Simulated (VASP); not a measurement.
# CdSe in VASP: further runs

CdSe is run at these levels: LDA, RPBE; tasks: single point.

All numbers are computed with VASP 6.6.1; they aren't measurements. Logs are shortened: lines on timing, memory, paths and dates and some standing lists are left out, and cuts for length are marked.

### Step 1. The cell of the first run

The typed cell holds 2 atoms: a = 4.342 Å, b = 4.342 Å, c = 4.342 Å, α = 60.00°, β = 60.00°, γ = 60.00°.

### Step 2. Single point, LDA

INCAR reads:

```
SYSTEM = CdSe
  PREC = Accurate
  ENCUT = 520
  EDIFF = 1E-6
  ISMEAR = -1
  SIGMA = 0.05
  LREAL = .False.
  LASPH = .True.
  NELM = 100
  ALGO = Normal
  ISIF = 2
  LWAVE = .False.
  LCHARG = .False.
  NBANDS = 16
```

KPOINTS reads:

```
regular mesh
0
Gamma
  5 5 5
  0 0 0
```

POSCAR reads:

```
CdSe
1.0
    0.0000000000      3.0702711986      3.0702711986
    3.0702711986      0.0000000000      3.0702711986
    3.0702711986      3.0702711986      0.0000000000
Cd Se
1 1
Direct
    0.0098900000     -0.0134000000     -0.0005120000
    0.2523650000      0.2334960000      0.2264960000
```

Potentials or basis: VASP PAW LDA potentials, release 64 (Cd, Se).

Command:

```sh
cat potpaw_LDA.64/Cd/POTCAR potpaw_LDA.64/Se/POTCAR > POTCAR
mpirun -np 1 vasp_std > vasp.out
```

OUTCAR:

```text
SYSTEM = CdSe
   PREC = Accurate
   ENCUT = 520
   EDIFF = 1E-6
   ISMEAR = -1
   LREAL = .False.
   LASPH = .True.
   NELM = 100
   ISIF = 2

 ion  position               nearest neighbor table
   1  0.010  0.987  0.999-   2 2.54   2 2.67   2 2.69   2 2.74
   2  0.252  0.233  0.226-   1 2.54   1 2.67   1 2.69   1 2.74

  LATTYP: Found a face centered cubic cell.
 ALAT       =     6.1405423972

  Lattice vectors:

 A1 = (   0.0000000000,   3.0702711986,   3.0702711986)
 A2 = (   3.0702711986,   0.0000000000,   3.0702711986)
 A3 = (   3.0702711986,   3.0702711986,   0.0000000000)

Analysis of symmetry for initial positions (statically):
=====================================================================
 Subroutine PRICEL returns:
 Original cell was already a primitive cell.

 Routine SETGRP: Setting up the symmetry group for a
 face centered cubic supercell.

 Subroutine GETGRP returns: Found  1 space group operations
 (whereof  1 operations were pure point group operations)
 out of a pool of 48 trial point group operations.

The static configuration has the point symmetry C_1 .

Analysis of symmetry for dynamics (positions and initial velocities):
=====================================================================
 Subroutine PRICEL returns:
 Original cell was already a primitive cell.

 Routine SETGRP: Setting up the symmetry group for a
 face centered cubic supercell.

 Subroutine GETGRP returns: Found  1 space group operations
 (whereof  1 operations were pure point group operations)
 out of a pool of 48 trial point group operations.

The dynamic configuration has the point symmetry C_1 .

 Subroutine INISYM returns: Found  1 space group operations
 (whereof  1 operations are pure point group operations),
 and found     1 'primitive' translations

----------------------------------------------------------------------------------------

                                     Primitive cell

  volume of cell :      57.8842

  direct lattice vectors                    reciprocal lattice vectors
     0.000000000  3.070271199  3.070271199    -0.162852063  0.162852063  0.162852063
     3.070271199  0.000000000  3.070271199     0.162852063 -0.162852063  0.162852063
     3.070271199  3.070271199  0.000000000     0.162852063  0.162852063 -0.162852063

  length of vectors
     4.342019169  4.342019169  4.342019169     0.282068048  0.282068048  0.282068048

  position of ions in fractional coordinates (direct lattice)
     0.009890000  0.986600000  0.999488000
     0.252365000  0.233496000  0.226496000

[... 70 lines left out ...]
   ISPIN  =      1    spin polarized calculation?
   LNONCOLLINEAR =      F non collinear calculations
   LSORBIT =      F    spin-orbit coupling
   LASPH  =      T    aspherical Exc in radial PAW
   ENCUT  =  520.0 eV  38.22 Ry    6.18 a.u.   8.07  8.07  8.07*2*pi/ulx,y,z
   NELM   =    100;   NELMIN=  2; NELMDL= -5     # of ELM steps
   EDIFF  = 0.1E-05   stopping-criterion for ELM
   LREAL  =      F    real-space projection
   EDIFFG = 0.1E-04   stopping-criterion for IOM
   NSW    =      0    number of steps for IOM
   IBRION =     -1    ionic relax: 0-MD 1-quasi-New 2-CG
   NFREE  =      0    steps in history (QN), initial steepest desc. (CG)
   ISIF   =      2    stress and relaxation
   ISYM   =      2    0-nonsym 1-usesym 2-fastsym
   POTIM  = 0.5000    time-step for ionic-motion
   TEBEG  =    0.0;   TEEND  =   0.0 temperature during run
   PSTRESS=    0.0 pullay stress
   NELECT =      18.0000    total number of electrons
   NUPDOWN=      -1.0000    fix difference up-down
   EMIN   =  10.00;   EMAX   =-10.00  energy-range for DOS
   EFERMI =   0.00;   METHOD = LEGACY
   ISMEAR =    -1;   SIGMA  =   0.05  broadening in eV -4-tet -1-fermi 0-gaus
   EFERMI_NEDOS =   21; number of points for ismear=-14 and -15
   IALGO  =     38    algorithm
   IMIX   =      4    mixing-type and parameters
     AMIX     =   0.40;   BMIX     =  1.00
     AMIX_MAG =   1.60;   BMIX_MAG =  1.00
  volume/ion in A,a.u.               =      28.94       195.31
  Fermi-wavevector in a.u.,A,eV,Ry     =   1.109121  2.095935 16.737199  1.230149
  Thomas-Fermi vector in A             =   2.245657
   LORBIT       =      0    0 simple, 1 ext, 2 COOP (PROOUT), +10 PAW based schemes
   GGA     = CA    functional components
   LHFCALC =     F    Hartree Fock is set to
   AEXX    =    0.0000 exact exchange contribution
   IVDW    =     0    specifies the selected vdW correction
   LEPSILON=     F    determine dielectric tensor
   LRPA    =     F    only Hartree local field effects (RPA)
 non-spin polarized calculation
  energy-cutoff  :      520.00
  volume of cell :       57.88
 maximum number of plane-waves:      1584
   NGX = 17   NGY = 17   NGZ = 17

 number of electron      18.0000002 magnetization

 Free energy of the ion-electron system (eV)
  ---------------------------------------------------
  ext. energy  EPLUGINS =         0.00000000
  ---------------------------------------------------
  free energy    TOTEN  =        -6.67720372 eV

  energy without entropy =       -6.67667416  energy(sigma->0) =       -6.67693894

 E-fermi :   0.7948     XC(G=0):  -9.1621

 val. band max:        0.6464567081   @ k =   0.0000   0.0000   0.0000
 cond. band min:       0.9140082717   @ k =   0.0000   0.0000   0.0000
 fundamental gap:      0.2675515636
 Fermi energy:         0.7947980828

 k-point     1 :       0.0000    0.0000    0.0000
  band No.  band energies     occupation
      1     -11.9165      2.00000
      2      -7.3660      2.00000
      3      -7.2781      2.00000
      4      -7.2353      2.00000
      5      -6.9443      2.00000
      6      -6.9416      2.00000
[... 433 lines left out ...]
      3      -7.1613      2.00000
      4      -6.9963      2.00000
      5      -6.9167      2.00000
      6      -6.8128      2.00000
[... 8 lines left out ...]
     15      12.4560      0.00000
     16      12.5121      0.00000

 [... further k-points ...]
[... 5 lines left out ...]
  --------------------------------------------------------------------------------------
  -------------------------------------------------------------------------------------
  Total       -0.9115048     -0.9277995     -0.8729393      0.2917448      0.4478122      0.5040485
  in kB      -25.2295398    -25.6805622    -24.1620860      8.0752052     12.3949926     13.9515582
  external PRESSURE =     -25.0240627 kB  Pullay stress =       0.0000000 kB

 VOLUME and BASIS-vectors are now :
 -----------------------------------------------------------------------------
  energy-cutoff  :      520.00
  volume of cell :       57.88
      direct lattice vectors                 reciprocal lattice vectors
     0.000000000  3.070271199  3.070271199    -0.162852063  0.162852063  0.162852063
     3.070271199  0.000000000  3.070271199     0.162852063 -0.162852063  0.162852063
     3.070271199  3.070271199  0.000000000     0.162852063  0.162852063 -0.162852063

 POSITION                                       TOTAL-FORCE (eV/Angst)
 -----------------------------------------------------------------------------------
      6.09783      3.09906      3.05949        -0.400679     -0.448855     -0.264678
      1.41230      1.47023      1.49173         0.400679      0.448855      0.264678
 -----------------------------------------------------------------------------------
    total drift:                               -0.000213      0.000622      0.000371

  FREE ENERGIE OF THE ION-ELECTRON SYSTEM (eV)
  ---------------------------------------------------
  free  energy   TOTEN  =        -6.6772037178 eV

  energy  without entropy=       -6.6766741562  energy(sigma->0) =       -6.67693894
```

OSZICAR:

```text
N       E                     dE             d eps       ncg     rms          rms(c)
DAV:   1     0.108228284389E+03    0.10823E+03   -0.87608E+03  2040   0.101E+03
DAV:   2    -0.281633075786E+01   -0.11104E+03   -0.10431E+03  2472   0.248E+02
DAV:   3    -0.704619075641E+01   -0.42299E+01   -0.42228E+01  2328   0.506E+01
DAV:   4    -0.706534670558E+01   -0.19156E-01   -0.19155E-01  2624   0.341E+00
DAV:   5    -0.706547019495E+01   -0.12349E-03   -0.12349E-03  2376   0.234E-01    0.596E+00
DAV:   6    -0.670871445963E+01    0.35676E+00   -0.53927E-01  2976   0.904E+00    0.472E+00
DAV:   7    -0.668092909816E+01    0.27785E-01   -0.11671E-01  2448   0.238E+00    0.205E+00
DAV:   8    -0.667751434175E+01    0.34148E-02   -0.12107E-02  2280   0.134E+00    0.208E-01
DAV:   9    -0.667721055070E+01    0.30379E-03   -0.13205E-03  2640   0.485E-01    0.434E-02
DAV:  10    -0.667719832396E+01    0.12227E-04   -0.12167E-04  2232   0.148E-01    0.368E-02
DAV:  11    -0.667720418028E+01   -0.58563E-05   -0.18842E-05  2488   0.364E-02    0.145E-02
DAV:  12    -0.667720371777E+01    0.46251E-06   -0.12647E-06  1648   0.156E-02
   1 F= -.66772037E+01 E0= -.66769389E+01  d E =-.529562E-03
```

stdout:

```text
POSCAR found type information on POSCAR CdSe
 POSCAR found :  2 types and       2 ions
 scaLAPACK will be used
 LDA part: xc-table for (Slater(with rela. corr.)+CA(PZ))
 , standard interpolation
 POSCAR, INCAR and KPOINTS ok, starting setup
 FFT: planning ... GRIDC
 FFT: planning ... GRID_SOFT
 FFT: planning ... GRID
 WAVECAR not read
 entering main loop
```

Run time: 80 s. Hardware: 1 thread of AMD EPYC 7R13, shared host; peak memory 0.17 GiB.

Results:

```
Free energy            : -6.6772 eV
Pressure               : -2.5 GPa
Largest force          : 0.657 eV/Å
Band gap on the k mesh : 0.27 eV, direct
```

Forces in eV/Å, atoms in the order of the input:
```
Cd  -0.401 -0.449 -0.265
Se   0.401  0.449  0.265
```

Stress tensor (GPa, compression positive):
```
-2.52  0.81  1.40
 0.81 -2.57  1.24
 1.40  1.24 -2.42
```

Levels at points of the mesh, in eV from the valence-band top:
```tsv
k point	band 5	band 6	band 7	band 8	band 9	band 10	band 11	band 12	band 13	band 14
(0.00, 0.00, 0.00)	-7.59	-7.59	-0.18	-0.02	0.00	0.27	5.69	5.70	5.86	9.30
```

### Step 3. Single point, RPBE

This run uses another cell than the first one, of 31.03 Å³/atom, 1.072 times its volume.

INCAR reads:

```
SYSTEM = CdSe
PREC = Accurate ; ENCUT = 520
EDIFF = 1E-6 ; ISMEAR = -1
SIGMA = 0.05 ; LREAL = .False.
LASPH = .True. ; NELM = 100
ALGO = Normal ; ISIF = 2
LWAVE = .False. ; LCHARG = .False.
GGA = RP ; NBANDS = 16
```

KPOINTS reads:

```
regular mesh
0
Gamma
  8 8 8
  0 0 0
```

POSCAR reads:

```
CdSe
1.0
    0.0000000000      3.1424479022      3.1424479022
    3.1424479022      0.0000000000      3.1424479022
    3.1424479022      3.1424479022      0.0000000000
Cd Se
1 1
Direct
    0.0000000000      0.0000000000      0.0000000000
    0.2500000000      0.2500000000      0.2500000000
```

Potentials or basis: VASP PAW PBE potentials, release 64 (Cd, Se).

Command:

```sh
cat potpaw_PBE.64/Cd/POTCAR potpaw_PBE.64/Se/POTCAR > POTCAR
mpirun -np 1 vasp_std > vasp.out
```

Wall time 20 s (1 thread of Intel Xeon 6975P-C, shared host); peak memory 0.21 GiB.

The run converged. Its results:

```yaml
Free_energy: -4.8795 eV
Pressure: 0.2 GPa
Band_gap_on_the_k_mesh: 0.58 eV, direct
```

Levels at points of the mesh, in eV from the valence-band top:
```tsv
k point	band 6	band 7	band 8	band 9	band 10	band 11	band 12	band 13
(0.00, 0.00, 0.00)	-7.39	0.00	0.00	0.00	0.58	6.00	6.00	6.00
(0.50, 0.00, 0.00)	-7.16	-3.79	-0.61	-0.61	2.39	6.49	6.49	7.32
(0.50, 0.50, 0.00)	-7.10	-3.61	-1.52	-1.52	3.49	3.73	8.90	9.76
```

Caveat: the PAW data sets were made with another functional, which shifts forces and pressure a little.
